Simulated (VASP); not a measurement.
# C (I4_1/amd) in VASP: single point with PBEsol

Aim: the single point of C with PBEsol.

Everything below comes from runs of VASP 6.6.1. Logs are shortened: lines on timing, memory, paths and dates and some standing lists are left out, and cuts for length are marked.

## (1) The cell of the first run

It takes space group I4_1/amd (No. 141, tetragonal). The conventional cell has a = 2.488 Å, b = 2.488 Å, c = 3.563 Å, α = 90.00°, β = 90.00°, γ = 90.00°. C (site symmetry -4m2) has 4 C at 1.53 Å within 2.0 Å.

## (2) Single point, PBEsol

Input file INCAR:

```
ALGO     = Normal         # electronic algorithm
EDIFF    = 1E-6           # SCF threshold, eV
ENCUT    = 600            # plane-wave cutoff, eV
GGA      = PS             # functional
GGA_COMPAT= False        
ISIF     = 2              # what is computed and relaxed
ISMEAR   = 0              # smearing method
LASPH    = True           # aspherical terms in the spheres
LCHARG   = False          # write CHGCAR
LREAL    = False          # projectors in reciprocal space
LWAVE    = False          # write WAVECAR
NBANDS   = 11             # bands
NELM     = 120            # most SCF steps
PREC     = Accurate       # precision mode
SIGMA    = 0.01           # smearing width, eV
```

Input file KPOINTS:

```
k-points
0
Gamma
  6 6 6
```

Input file POSCAR:

```
C
1.0
    0.0000000000      1.7590642429      1.7815222179
    1.7590642429      0.0000000000      1.7815222179
    1.7590642429      1.7590642429      0.0000000000
C
2
Direct
    0.0000000000      0.0000000000      0.0000000000
    0.2500000000      0.2500000000      0.2500000000
```

Potentials or basis: VASP PAW PBE potentials, release 64 (C).

On the command line:

```sh
cat potpaw_PBE.64/C/POTCAR > POTCAR
mpirun -np 1 vasp_std > vasp.out
```

OUTCAR:

```text
EDIFF = 1E-6
   ENCUT = 600
   GGA = PS
   ISIF = 2
   ISMEAR = 0
   LASPH = True
   LREAL = False
   NELM = 120
   PREC = Accurate

 ion  position               nearest neighbor table
   1  0.000  0.000  0.000-   2 1.53   2 1.53   2 1.53   2 1.53
   2  0.250  0.250  0.250-   1 1.53   1 1.53   1 1.53   1 1.53

  LATTYP: Found a body centered tetragonal cell.
 ALAT       =     2.4876925094
 C/A-ratio  =     1.4322688284

  Lattice vectors:

 A1 = (  -1.7590642429,   0.0000000000,   1.7815222179)
 A2 = (   1.7590642429,   0.0000000000,   1.7815222179)
 A3 = (   0.0000000000,   1.7590642429,  -1.7815222179)

Analysis of symmetry for initial positions (statically):
=====================================================================
 Subroutine PRICEL returns:
 Original cell was already a primitive cell.

 Routine SETGRP: Setting up the symmetry group for a
 body centered tetragonal supercell.

 Subroutine GETGRP returns: Found 16 space group operations
 (whereof  8 operations were pure point group operations)
 out of a pool of 16 trial point group operations.

The static configuration has the point symmetry D_2d.
 The point group associated with its full space group is D_4h.

Analysis of symmetry for dynamics (positions and initial velocities):
=====================================================================
 Subroutine PRICEL returns:
 Original cell was already a primitive cell.

 Routine SETGRP: Setting up the symmetry group for a
 body centered tetragonal supercell.

 Subroutine GETGRP returns: Found 16 space group operations
 (whereof  8 operations were pure point group operations)
 out of a pool of 16 trial point group operations.

The dynamic configuration has the point symmetry D_2d.
 The point group associated with its full space group is D_4h.

 Subroutine INISYM returns: Found 16 space group operations
 (whereof  8 operations are pure point group operations),
 and found     1 'primitive' translations

----------------------------------------------------------------------------------------

                                     Primitive cell

  volume of cell :      11.0252

  direct lattice vectors                    reciprocal lattice vectors
     0.000000000  1.759064243  1.781522218    -0.284242035  0.284242035  0.280658863
     1.759064243  0.000000000  1.781522218     0.284242035 -0.284242035  0.280658863
     1.759064243  1.759064243  0.000000000     0.284242035  0.284242035 -0.280658863

  length of vectors
     2.503623059  2.503623059  2.487692509     0.490261630  0.490261630  0.490261630

  position of ions in fractional coordinates (direct lattice)
     0.000000000  0.000000000  0.000000000
     0.250000000  0.250000000  0.250000000

  ion indices of the primitive-cell ions
   primitive index   ion index
                 1           1
                 2           2

----------------------------------------------------------------------------------------

 KPOINTS: k-points

Automatic generation of k-mesh.
 Grid dimensions read from file:
 generate k-points for:    6    6    6

 Generating k-lattice:

  Cartesian coordinates                     Fractional coordinates (reciprocal lattice)
    -0.047373672  0.047373672  0.046776477     0.166666667  0.000000000  0.000000000
     0.047373672 -0.047373672  0.046776477     0.000000000  0.166666667  0.000000000
     0.047373672  0.047373672 -0.046776477    -0.000000000 -0.000000000  0.166666667

  Length of vectors
     0.081710272  0.081710272  0.081710272

  Shift w.r.t. Gamma in fractional coordinates (k-lattice)
     0.000000000  0.000000000  0.000000000

 Subroutine IBZKPT returns following result:
 ===========================================

 Found     30 irreducible k-points:

 Following reciprocal coordinates:
            Coordinates               Weight
  0.000000  0.000000  0.000000      1.000000
  0.166667  0.000000  0.000000      8.000000
  0.333333  0.000000  0.000000      8.000000
  0.500000  0.000000  0.000000      4.000000
  0.166667  0.166667  0.000000      2.000000
  0.333333  0.166667  0.000000      8.000000
[... 16 lines left out ...]
  0.333333  0.000000  0.333333      4.000000
  0.500000  0.000000  0.333333     16.000000
 [... further k-points ...]
   k-points           NKPTS =     30   k-points in BZ     NKDIM =     30   number of bands    NBANDS=     11
   number of dos      NEDOS =    301   number of ions     NIONS =      2
   total plane-waves  NPLWV =   8000
   dimension x,y,z NGX =    20 NGY =   20 NGZ =   20
   dimension x,y,z NGXF=    40 NGYF=   40 NGZF=   40
   ions per type =               2
   NGX,Y,Z   is equivalent  to a cutoff of  13.28, 13.28, 13.37 a.u.
   NGXF,Y,Z  is equivalent  to a cutoff of  26.56, 26.56, 26.73 a.u.
 SYSTEM =  unknown system
   PREC   = accura    normal or accurate (medium, high low for compatibility)
   ISTART =      0    job   : 0-new  1-cont  2-samecut
   ICHARG =      2    charge: 1-file 2-atom 10-const
   ISPIN  =      1    spin polarized calculation?
   LNONCOLLINEAR =      F non collinear calculations
   LSORBIT =      F    spin-orbit coupling
   LASPH  =      T    aspherical Exc in radial PAW
   ENCUT  =  600.0 eV  44.10 Ry    6.64 a.u.   5.00  5.00  4.97*2*pi/ulx,y,z
   NELM   =    120;   NELMIN=  2; NELMDL= -5     # of ELM steps
   EDIFF  = 0.1E-05   stopping-criterion for ELM
   LREAL  =      F    real-space projection
   EDIFFG = 0.1E-04   stopping-criterion for IOM
   NSW    =      0    number of steps for IOM
   IBRION =     -1    ionic relax: 0-MD 1-quasi-New 2-CG
   NFREE  =      0    steps in history (QN), initial steepest desc. (CG)
   ISIF   =      2    stress and relaxation
   ISYM   =      2    0-nonsym 1-usesym 2-fastsym
   POTIM  = 0.5000    time-step for ionic-motion
   TEBEG  =    0.0;   TEEND  =   0.0 temperature during run
   PSTRESS=    0.0 pullay stress
   NELECT =       8.0000    total number of electrons
   NUPDOWN=      -1.0000    fix difference up-down
   EMIN   =  10.00;   EMAX   =-10.00  energy-range for DOS
   EFERMI =   0.00;   METHOD = LEGACY
   ISMEAR =     0;   SIGMA  =   0.01  broadening in eV -4-tet -1-fermi 0-gaus
   EFERMI_NEDOS =   21; number of points for ismear=-14 and -15
   IALGO  =     38    algorithm
   IMIX   =      4    mixing-type and parameters
     AMIX     =   0.40;   BMIX     =  1.00
     AMIX_MAG =   1.60;   BMIX_MAG =  1.00
  volume/ion in A,a.u.               =       5.51        37.20
  Fermi-wavevector in a.u.,A,eV,Ry     =   1.471104  2.779983 29.444994  2.164146
  Thomas-Fermi vector in A             =   2.586280
   LORBIT       =      0    0 simple, 1 ext, 2 COOP (PROOUT), +10 PAW based schemes
   GGA     = PS    functional components
   LHFCALC =     F    Hartree Fock is set to
   AEXX    =    0.0000 exact exchange contribution
   IVDW    =     0    specifies the selected vdW correction
   LEPSILON=     F    determine dielectric tensor
   LRPA    =     F    only Hartree local field effects (RPA)
 non-spin polarized calculation
 Gauss-broadening in eV      SIGMA  =   0.01
  energy-cutoff  :      600.00
  volume of cell :       11.03
 maximum number of plane-waves:       377
   NGX =  9   NGY =  9   NGZ =  9

 number of electron       7.9999999 magnetization

 Free energy of the ion-electron system (eV)
  ---------------------------------------------------
  ext. energy  EPLUGINS =         0.00000000
  ---------------------------------------------------
  free energy    TOTEN  =       -19.23433032 eV

  energy without entropy =      -19.23433032  energy(sigma->0) =      -19.23433032

 E-fermi :  10.2482     XC(G=0): -13.5728

 val. band max:       10.1941948590   @ k =   0.0000   0.0000   0.0000
 cond. band min:      14.1307019259   @ k =   0.3333   0.0000   0.3333
 fundamental gap:      3.9365070669
 Fermi energy:        10.2482451214

 k-point     1 :       0.0000    0.0000    0.0000
  band No.  band energies     occupation
      1     -11.7814      2.00000
      2       9.9961      2.00000
      3      10.1942      2.00000
      4      10.1942      2.00000
      5      15.6943      0.00000
      6      15.6943      0.00000
      7      15.8512      0.00000
      8      24.1481      0.00000
      9      29.4576      0.00000
     10      36.5458      0.00000
     11      37.2554      0.00000

 k-point     2 :       0.1667    0.0000    0.0000
  band No.  band energies     occupation
      1     -10.9973      2.00000
      2       6.2690      2.00000
      3       8.9884      2.00000
      4       9.1459      2.00000
      5      17.0984      0.00000
      6      17.1337      0.00000
      7      17.6988      0.00000
      8      24.6535      0.00000
      9      30.4717      0.00000
     10      32.7888      0.00000
     11      33.1775      0.00000

 k-point     3 :       0.3333    0.0000    0.0000
  band No.  band energies     occupation
      1      -8.6915      2.00000
      2       0.5208      2.00000
      3       7.6284      2.00000
      4       7.8404      2.00000
      5      18.3769      0.00000
      6      18.5034      0.00000
      7      19.0797      0.00000
      8      25.6002      0.00000
      9      31.2092      0.00000
     10      33.4459      0.00000
     11      33.4917      0.00000
[... 267 lines left out ...]
 k-point    23 :       0.3333    0.0000    0.3333
  band No.  band energies     occupation
      1      -7.6328      2.00000
      2       2.9670      2.00000
      3       4.5550      2.00000
      4       4.5953      2.00000
      5      14.1307      0.00000
      6      17.7267      0.00000
      7      24.2918      0.00000
      8      24.6840      0.00000
      9      32.0113      0.00000
     10      33.5977      0.00000
     11      42.0712      0.00000

 k-point    24 :       0.5000    0.0000    0.3333
  band No.  band energies     occupation
      1      -4.9633      2.00000
      2      -0.1975      2.00000
      3       2.1885      2.00000
      4       4.2342      2.00000
      5      15.2243      0.00000
      6      18.3722      0.00000
      7      25.2247      0.00000
      8      25.7890      0.00000
      9      31.6822      0.00000
     10      34.0134      0.00000
     11      39.3768      0.00000

 [... further k-points ...]

------------------------ aborting loop because EDIFF is reached ----------------------------------------

  FORCE on cell =-STRESS in cart. coord.  units (eV):
  Direction    XX          YY          ZZ          XY          YZ          ZX
  --------------------------------------------------------------------------------------
  -------------------------------------------------------------------------------------
  Total        0.8812696      0.8812696      0.0460071      0.0000000      0.0000000     -0.0000000
  in kB      128.0662625    128.0662625      6.6857636      0.0000000      0.0000000     -0.0000000
  external PRESSURE =      87.6060962 kB  Pullay stress =       0.0000000 kB

 VOLUME and BASIS-vectors are now :
 -----------------------------------------------------------------------------
  energy-cutoff  :      600.00
  volume of cell :       11.03
      direct lattice vectors                 reciprocal lattice vectors
     0.000000000  1.759064243  1.781522218    -0.284242035  0.284242035  0.280658863
     1.759064243  0.000000000  1.781522218     0.284242035 -0.284242035  0.280658863
     1.759064243  1.759064243  0.000000000     0.284242035  0.284242035 -0.280658863

 POSITION                                       TOTAL-FORCE (eV/Angst)
 -----------------------------------------------------------------------------------
      0.00000      0.00000      0.00000        -0.000000     -0.000000      0.000000
      0.87953      0.87953      0.89076         0.000000      0.000000      0.000000
 -----------------------------------------------------------------------------------
    total drift:                                0.000000      0.000000      0.000000

  FREE ENERGIE OF THE ION-ELECTRON SYSTEM (eV)
  ---------------------------------------------------
  free  energy   TOTEN  =       -19.2343303165 eV

  energy  without entropy=      -19.2343303165  energy(sigma->0) =      -19.23433032
```

Wall time 2.1 s (1 thread of Intel Xeon 6975P-C (Granite Rapids), shared host); peak memory 0.11 GiB.

What came out:

| Property | Result |
| --- | --- |
| Free energy | -19.2343 eV |
| Pressure | 8.8 GPa |
| Band gap on the k mesh | 3.94 eV, indirect (least direct gap 5.50 eV) |

Caveat: the k points lie up to 0.51 Å⁻¹ apart; the PAW data sets were made with another functional, which shifts forces and pressure a little.
